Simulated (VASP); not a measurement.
BiTe:

```
Bi Te
1.0
     2.42271    1.39875    3.31729
    -2.42271    1.39875    3.31729
     0.00000   -2.79750    3.31729
Bi Te
1 1
Direct
  0.50000 0.50000 0.50000
  0.00000 0.00000 0.00000
```

Base run:

```yaml
Program: VASP 6.6.1
Functional: BLYP
Potentials_or_basis: VASP PAW PBE potentials, release 64 (Bi_d, Te)
Cutoff: 520 eV
k_mesh: 7 × 7 × 7
Occupations: fermi-dirac, width 0.05 eV
Spin: no spin polarisation
```

Its results: band gap on the k mesh zero (an odd number of electrons rules out a gap without spin polarisation); pressure 4.0 GPa.

**Question.** The run is repeated on the same cell with these changes: functional from BLYP to r2SCANh; k mesh from 7 × 7 × 7 to 4 × 4 × 4. What comes out?

**Answer.** Band gap on the k mesh zero (an odd number of electrons rules out a gap without spin polarisation); pressure -1.4 GPa.

Several settings changed at once.

Caveats: some runs use coarse meshes; the PAW data sets were made with another functional, which shifts forces and pressure a little; spin-orbit coupling is left out, which moves the levels of the heavy elements; the cell stands under pressure (at least some runs).
